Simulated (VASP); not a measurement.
# Al16O in VASP: further runs

The runs below take Al16O through single point, with PBE.

Program: VASP 6.6.1. These are calculated values, not measurements. Logs are shortened: lines on timing, memory, paths and dates and some standing lists are left out, and cuts for length are marked.

**1. The cell of the first run**

The cell holds a slab with vacuum, 17 atoms: a = 5.714 Å, b = 8.080 Å, c = 19.743 Å, α = 90.00°, β = 90.00°, γ = 90.00°.

**2. Single point, PBE**

Contents of INCAR:

```
ALGO = Normal
DIPOL = 0.5 0.5 0.322
EDIFF = 1E-6
ENCUT = 520
GGA = PE
IDIPOL = 3
ISIF = 2
ISMEAR = 0
LASPH = True
LCHARG = True
LDIPOL = True
LELF = True
LREAL = Auto
LVACPOTAV = True
LVHAR = True
LWAVE = False
NBANDS = 41
NELM = 100
PREC = Accurate
SIGMA = 0.1
```

Contents of KPOINTS:

```
k-points
0
Gamma
  5 4 1
```

Contents of POSCAR:

```
Al16O
1.0
    5.7135165838      0.0000000000      0.0000000000
    0.0000000000      8.0801326417      0.0000000000
    0.0000000000      0.0000000000     19.7432787023
Al O
16 1
Direct
    0.2500000000      0.2500000000      0.2026005944
    0.2500000000      0.7500000000      0.2026005944
    0.7500000000      0.2500000000      0.2026005944
    0.7500000000      0.7500000000      0.2026005944
    0.0000000000      0.0000000000      0.2749482104
    0.0000000000      0.5000000000      0.2749482104
    0.5000000000      0.0000000000      0.2749482104
    0.5000000000      0.5000000000      0.2749482104
    0.2500000000      0.2500000000      0.3495466405
    0.2500000000      0.7500000000      0.3495466405
    0.7500000000      0.2500000000      0.3495466405
    0.7500000000      0.7500000000      0.3495466405
    0.0000000000      0.0000000000      0.4175232912
    0.0000000000      0.5000000000      0.4175232912
    0.5000000000      0.0000000000      0.4175232912
    0.5000000000      0.5000000000      0.4175232912
    0.0000000000      0.1000000000      0.4913178351
```

Potentials or basis: VASP PAW PBE potentials, release 64 (Al, O).

Started as:

```console
> cat potpaw_PBE.64/Al/POTCAR potpaw_PBE.64/O/POTCAR > POTCAR
> mpirun -np 1 vasp_std > vasp.out
```

OUTCAR:

```text
EDIFF = 1E-6
   ENCUT = 520
   GGA = PE
   ISIF = 2
   ISMEAR = 0
   LASPH = True
   LREAL = Auto
   NELM = 100
   PREC = Accurate

 ion  position               nearest neighbor table
   1  0.250  0.250  0.203-   3 2.86   3 2.86   6 2.86   7 2.86   8 2.86   5 2.86   9 2.90
   2  0.250  0.750  0.203-   4 2.86   4 2.86   6 2.86   7 2.86   8 2.86   5 2.86  10 2.90
   3  0.750  0.250  0.203-   1 2.86   1 2.86   6 2.86   7 2.86   8 2.86   5 2.86  11 2.90
   4  0.750  0.750  0.203-   2 2.86   2 2.86   6 2.86   7 2.86   8 2.86   5 2.86  12 2.90
   5  0.000  0.000  0.275-  13 2.81   7 2.86   7 2.86   4 2.86   1 2.86   2 2.86   3 2.86  11 2.88
                            12 2.88   9 2.88  10 2.88
   6  0.000  0.500  0.275-  14 2.81   8 2.86   8 2.86   4 2.86   1 2.86   2 2.86   3 2.86  11 2.88
                            12 2.88   9 2.88  10 2.88
   7  0.500  0.000  0.275-  15 2.81   5 2.86   5 2.86   4 2.86   1 2.86   2 2.86   3 2.86  11 2.88
                            12 2.88   9 2.88  10 2.88
   8  0.500  0.500  0.275-  16 2.81   6 2.86   6 2.86   4 2.86   1 2.86   2 2.86   3 2.86  11 2.88
                            12 2.88   9 2.88  10 2.88
   9  0.250  0.250  0.350-  13 2.81  14 2.81  15 2.81  16 2.81  11 2.86  11 2.86   7 2.88   8 2.88
                             5 2.88   6 2.88   1 2.90
  10  0.250  0.750  0.350-  13 2.81  14 2.81  15 2.81  16 2.81  12 2.86  12 2.86   7 2.88   8 2.88
                             5 2.88   6 2.88   2 2.90
  11  0.750  0.250  0.350-  13 2.81  14 2.81  15 2.81  16 2.81   9 2.86   9 2.86   7 2.88   8 2.88
[... 5 lines left out ...]
  14  0.000  0.500  0.418-   9 2.81  10 2.81  11 2.81  12 2.81   6 2.81  16 2.86  16 2.86
  15  0.500  0.000  0.418-   9 2.81  10 2.81  11 2.81  12 2.81   7 2.81  13 2.86  13 2.86
  16  0.500  0.500  0.418-   9 2.81  10 2.81  11 2.81  12 2.81   8 2.81  14 2.86  14 2.86
  17  0.000  0.100  0.491-  13 1.67

  LATTYP: Found a simple orthorhombic cell.
 ALAT       =     5.7135165838
 B/A-ratio  =     1.4142135624
 C/A-ratio  =     3.4555388810

  Lattice vectors:

 A1 = (   5.7135165838,   0.0000000000,   0.0000000000)
 A2 = (   0.0000000000,   8.0801326417,   0.0000000000)
 A3 = (   0.0000000000,   0.0000000000,  19.7432787023)

Analysis of symmetry for initial positions (statically):
=====================================================================
 Subroutine PRICEL returns:
 Original cell was already a primitive cell.

 Routine SETGRP: Setting up the symmetry group for a
 simple orthorhombic supercell.

 Subroutine GETGRP returns: Found  2 space group operations
 (whereof  2 operations were pure point group operations)
 out of a pool of  8 trial point group operations.

The static configuration has the point symmetry C_1h.

Analysis of symmetry for dynamics (positions and initial velocities):
=====================================================================
 Subroutine PRICEL returns:
 Original cell was already a primitive cell.

 Routine SETGRP: Setting up the symmetry group for a
 simple orthorhombic supercell.

 Subroutine GETGRP returns: Found  2 space group operations
 (whereof  2 operations were pure point group operations)
 out of a pool of  8 trial point group operations.

The dynamic configuration has the point symmetry C_1h.

 Subroutine INISYM returns: Found  2 space group operations
 (whereof  2 operations are pure point group operations),
 and found     1 'primitive' translations

----------------------------------------------------------------------------------------

                                     Primitive cell

  volume of cell :     911.4676

  direct lattice vectors                    reciprocal lattice vectors
     5.713516584  0.000000000  0.000000000     0.175023558  0.000000000  0.000000000
     0.000000000  8.080132642  0.000000000     0.000000000  0.123760345  0.000000000
     0.000000000  0.000000000 19.743278702     0.000000000  0.000000000  0.050650149

  length of vectors
     5.713516584  8.080132642 19.743278702     0.175023558  0.123760345  0.050650149

  position of ions in fractional coordinates (direct lattice)
     0.250000000  0.250000000  0.202600594
     0.250000000  0.750000000  0.202600594
     0.750000000  0.250000000  0.202600594
     0.750000000  0.750000000  0.202600594
     0.000000000  0.000000000  0.274948210
     0.000000000  0.500000000  0.274948210
[... 9 lines left out ...]
     0.500000000  0.500000000  0.417523291
     0.000000000  0.100000000  0.491317835

  ion indices of the primitive-cell ions
   primitive index   ion index
                 1           1
                 2           2
                 3           3
                 4           4
                 5           5
                 6           6
[... 9 lines left out ...]
                16          16
                17          17

----------------------------------------------------------------------------------------

 KPOINTS: k-points

Automatic generation of k-mesh.
 Grid dimensions read from file:
 generate k-points for:    5    4    1

 Generating k-lattice:

  Cartesian coordinates                     Fractional coordinates (reciprocal lattice)
     0.035004712  0.000000000  0.000000000     0.200000000  0.000000000  0.000000000
     0.000000000  0.030940086  0.000000000     0.000000000  0.250000000  0.000000000
     0.000000000  0.000000000  0.050650149     0.000000000  0.000000000  1.000000000

  Length of vectors
     0.035004712  0.030940086  0.050650149

  Shift w.r.t. Gamma in fractional coordinates (k-lattice)
     0.000000000  0.000000000  0.000000000

 Subroutine IBZKPT returns following result:
 ===========================================

 Found      9 irreducible k-points:

 Following reciprocal coordinates:
            Coordinates               Weight
  0.000000  0.000000  0.000000      1.000000
  0.200000  0.000000  0.000000      2.000000
  0.400000  0.000000  0.000000      2.000000
  0.000000  0.250000  0.000000      2.000000
  0.200000  0.250000  0.000000      4.000000
  0.400000  0.250000  0.000000      4.000000
  0.000000  0.500000  0.000000      1.000000
  0.200000  0.500000  0.000000      2.000000
  0.400000  0.500000  0.000000      2.000000
   k-points           NKPTS =      9   k-points in BZ     NKDIM =      9   number of bands    NBANDS=     41
   number of dos      NEDOS =    301   number of ions     NIONS =     17
   total plane-waves  NPLWV = 378000
   dimension x,y,z NGX =    42 NGY =   60 NGZ =  150
   dimension x,y,z NGXF=    84 NGYF=  120 NGZF=  300
   ions per type =              16   1
   NGX,Y,Z   is equivalent  to a cutoff of  12.22, 12.34, 12.63 a.u.
   NGXF,Y,Z  is equivalent  to a cutoff of  24.44, 24.69, 25.26 a.u.
 SYSTEM =  unknown system
   PREC   = accura    normal or accurate (medium, high low for compatibility)
   ISTART =      0    job   : 0-new  1-cont  2-samecut
   ICHARG =      2    charge: 1-file 2-atom 10-const
   ISPIN  =      1    spin polarized calculation?
   LNONCOLLINEAR =      F non collinear calculations
   LSORBIT =      F    spin-orbit coupling
   LASPH  =      T    aspherical Exc in radial PAW
   ENCUT  =  520.0 eV  38.22 Ry    6.18 a.u.  10.62 15.02 36.71*2*pi/ulx,y,z
   NELM   =    100;   NELMIN=  2; NELMDL= -5     # of ELM steps
   EDIFF  = 0.1E-05   stopping-criterion for ELM
   LREAL  =      T    real-space projection
   EDIFFG = 0.1E-04   stopping-criterion for IOM
   NSW    =      0    number of steps for IOM
   IBRION =     -1    ionic relax: 0-MD 1-quasi-New 2-CG
   NFREE  =      0    steps in history (QN), initial steepest desc. (CG)
   ISIF   =      2    stress and relaxation
   ISYM   =      2    0-nonsym 1-usesym 2-fastsym
   POTIM  = 0.5000    time-step for ionic-motion
   TEBEG  =    0.0;   TEEND  =   0.0 temperature during run
   PSTRESS=    0.0 pullay stress
   NELECT =      54.0000    total number of electrons
   NUPDOWN=      -1.0000    fix difference up-down
   EMIN   =  10.00;   EMAX   =-10.00  energy-range for DOS
   EFERMI =   0.00;   METHOD = LEGACY
   ISMEAR =     0;   SIGMA  =   0.10  broadening in eV -4-tet -1-fermi 0-gaus
   EFERMI_NEDOS =   21; number of points for ismear=-14 and -15
   IALGO  =     38    algorithm
   IMIX   =      4    mixing-type and parameters
     AMIX     =   0.40;   BMIX     =  1.00
     AMIX_MAG =   1.60;   BMIX_MAG =  1.00
  volume/ion in A,a.u.               =      53.62       361.82
  Fermi-wavevector in a.u.,A,eV,Ry     =   0.638203  1.206029  5.541699  0.407303
  Thomas-Fermi vector in A             =   1.703466
   LORBIT       =      0    0 simple, 1 ext, 2 COOP (PROOUT), +10 PAW based schemes
   GGA     = PE    functional components
   LHFCALC =     F    Hartree Fock is set to
   AEXX    =    0.0000 exact exchange contribution
   IVDW    =     0    specifies the selected vdW correction
   LEPSILON=     F    determine dielectric tensor
   LRPA    =     F    only Hartree local field effects (RPA)
 non-spin polarized calculation
 Gauss-broadening in eV      SIGMA  =   0.10
  energy-cutoff  :      520.00
  volume of cell :      911.47
 maximum number of plane-waves:     24626
   NGX = 21   NGY = 31   NGZ = 73

 dipolmoment           0.000000      0.000000     -0.021963 electrons x Angstroem

 number of electron      53.9999994 magnetization

 dipolmoment           0.000000      0.000000      0.383378 electrons x Angstroem

 Free energy of the ion-electron system (eV)
  ---------------------------------------------------
  ext. energy  EPLUGINS =         0.00000000
  ---------------------------------------------------
  free energy    TOTEN  =       -61.11577001 eV

  energy without entropy =      -61.09807506  energy(sigma->0) =      -61.10692253

 E-fermi :  -1.0146     XC(G=0):  -4.0675

 val. band max:       -1.0226651088   @ k =   0.0000   0.2500   0.0000
 cond. band min:      -0.9573942290   @ k =   0.0000   0.2500   0.0000
 fundamental gap:      0.0652708797
 Fermi energy:        -1.0145573080

 k-point     1 :       0.0000    0.0000    0.0000
  band No.  band energies     occupation
      1     -17.3771      2.00000
      2     -11.1654      2.00000
      3      -8.9889      2.00000
      4      -8.9333      2.00000
      5      -8.6657      2.00000
      6      -6.7654      2.00000
[... 367 lines left out ...]
     38       1.7935      0.00000
     39       2.0955      0.00000
 [bands above 39 left out]

------------------------ aborting loop because EDIFF is reached ----------------------------------------

  FORCE on cell =-STRESS in cart. coord.  units (eV):
  Direction    XX          YY          ZZ          XY          YZ          ZX
  --------------------------------------------------------------------------------------
  -------------------------------------------------------------------------------------
  Total      -13.0875920     -2.7688101     -0.8280784      0.0000000     -0.2651818      0.0000000
  in kB      -23.0053620     -4.8670129     -1.4555957      0.0000000     -0.4661365      0.0000000
  external PRESSURE =      -9.7759902 kB  Pullay stress =       0.0000000 kB

 VOLUME and BASIS-vectors are now :
 -----------------------------------------------------------------------------
  energy-cutoff  :      520.00
  volume of cell :      911.47
      direct lattice vectors                 reciprocal lattice vectors
     5.713516584  0.000000000  0.000000000     0.175023558  0.000000000  0.000000000
     0.000000000  8.080132642  0.000000000     0.000000000  0.123760345  0.000000000
     0.000000000  0.000000000 19.743278702     0.000000000  0.000000000  0.050650149

 POSITION                                       TOTAL-FORCE (eV/Angst)
 -----------------------------------------------------------------------------------
      1.42838      2.02003      4.00000         0.007299      0.025084      0.210489
      1.42838      6.06010      4.00000        -0.023220     -0.060024      0.233421
      4.28514      2.02003      4.00000        -0.007299      0.025084      0.210489
      4.28514      6.06010      4.00000         0.023220     -0.060024      0.233421
      0.00000      0.00000      5.42838         0.000000      0.101848     -0.153504
      0.00000      4.04007      5.42838         0.000000      0.037545     -0.234144
[... 9 lines left out ...]
      2.85676      4.04007      8.24328         0.000000     -0.020296      0.006028
      0.00000      0.80801      9.70022         0.000000      0.200334      0.092647
 -----------------------------------------------------------------------------------
    total drift:                                0.000000     -0.001969      0.000104

  FREE ENERGIE OF THE ION-ELECTRON SYSTEM (eV)
  ---------------------------------------------------
  free  energy   TOTEN  =       -61.1157700071 eV

  energy  without entropy=      -61.0980750618  energy(sigma->0) =      -61.10692253

 vacuum level on the upper side and lower side of the slab         4.637         3.134
```

It took 16 min on 1 thread of Intel Xeon Platinum 8259CL at 2.50GHz (Skylake/Cascade Lake), shared host; peak memory 0.81 GiB.

What came out:

```yaml
Free_energy: -61.1158 eV
Largest_force: 0.409 eV/Å
Band_gap_on_the_k_mesh: zero (bands 27 and 28 overlap by 0.68 eV)
```

Forces on the atoms (eV/Å):
```
Al   0.007  0.025  0.210
Al  -0.023 -0.060  0.233
Al  -0.007  0.025  0.210
Al   0.023 -0.060  0.233
Al   0.000  0.102 -0.154
Al   0.000  0.038 -0.234
Al   0.000  0.063 -0.271
Al   0.000  0.012 -0.236
Al   0.048  0.013 -0.104
Al   0.037  0.083  0.004
Al  -0.048  0.013 -0.104
Al  -0.037  0.083  0.004
Al   0.000 -0.395 -0.107
Al   0.000 -0.147  0.143
Al   0.000  0.027  0.073
Al   0.000 -0.020  0.006
O    0.000  0.200  0.093
```

Levels at points of the mesh, in eV from the Fermi level:
```tsv
k point	band 24	band 25	band 26	band 27	band 28	band 29	band 30	band 31
(0.00, 0.00, 0.00)	-1.03	-0.96	-0.63	-0.47	-0.44	0.26	0.29	0.59
(0.00, 0.50, 0.00)	-0.88	-0.82	-0.76	-0.69	-0.45	0.29	0.41	0.75
```

**3. Single point, PBE**

Contents of INCAR:

```
PREC = Accurate ; ENCUT = 520
EDIFF = 1E-7 ; ISMEAR = 0
SIGMA = 0.1 ; LREAL = Auto
LASPH = True ; NELM = 100
ALGO = Normal ; ISIF = 2
LWAVE = False ; LCHARG = False
LDIPOL = True ; IDIPOL = 3
DIPOL = 0.5 0.5 0.321 ; GGA = PE
NBANDS = 41
```

Contents of KPOINTS:

```
Automatic mesh
0
Gamma
  5 4 1
```

POSCAR, as its differences from that of step 2:

```diff
@@ -24,2 +24,2 @@
     0.5000000000      0.5000000000      0.4175232912
-    0.0000000000      0.1000000000      0.4913178351
+    0.1666666667      0.0000000000      0.4858638986
```

Potentials or basis: VASP PAW PBE potentials, release 64 (Al, O).

Started as:

```console
> cat potpaw_PBE.64/Al/POTCAR potpaw_PBE.64/O/POTCAR > POTCAR
> mpirun -np 1 vasp_std > vasp.out
```

Wall time 16 min (1 thread of Intel Xeon Platinum 8259CL at 2.50GHz (Skylake/Cascade Lake), shared host); peak memory 0.82 GiB.

Results (log left out):

* Free energy: -62.1599 eV
* Largest force: 2.694 eV/Å
* Band gap on the k mesh: zero (bands 27 and 28 overlap by 0.67 eV)

Forces on the atoms (eV/Å):
```
Al  -0.008  0.043  0.174
Al  -0.008 -0.043  0.174
Al   0.035 -0.005  0.300
Al   0.035  0.005  0.300
Al  -0.126  0.000 -0.144
Al   0.014  0.000 -0.262
Al   0.089  0.000 -0.210
Al  -0.012  0.000 -0.229
Al   0.028  0.164 -0.231
Al   0.028 -0.164 -0.231
Al  -0.028 -0.087  0.039
Al  -0.028  0.087  0.039
Al  -1.697  0.000 -0.945
Al   0.051  0.000  0.035
Al  -1.021  0.000  1.109
Al  -0.045  0.000  0.033
O    2.694  0.000  0.051
```

Levels at points of the mesh, in eV from the Fermi level:
```
           k point  band 23  band 24  band 25  band 26  band 27  band 28  band 29  band 30  band 31  band 32
(0.00, 0.00, 0.00)    -1.56    -1.35    -0.72    -0.70    -0.56    -0.53     0.33     0.33     0.46     1.36
(0.00, 0.50, 0.00)    -1.12    -0.94    -0.93    -0.88    -0.81    -0.46     0.23     0.30     1.00     1.24
```

(Part 1 of 2 ends here.)

The gap in the log of VASP goes by the Fermi energy; the results here count the filled bands.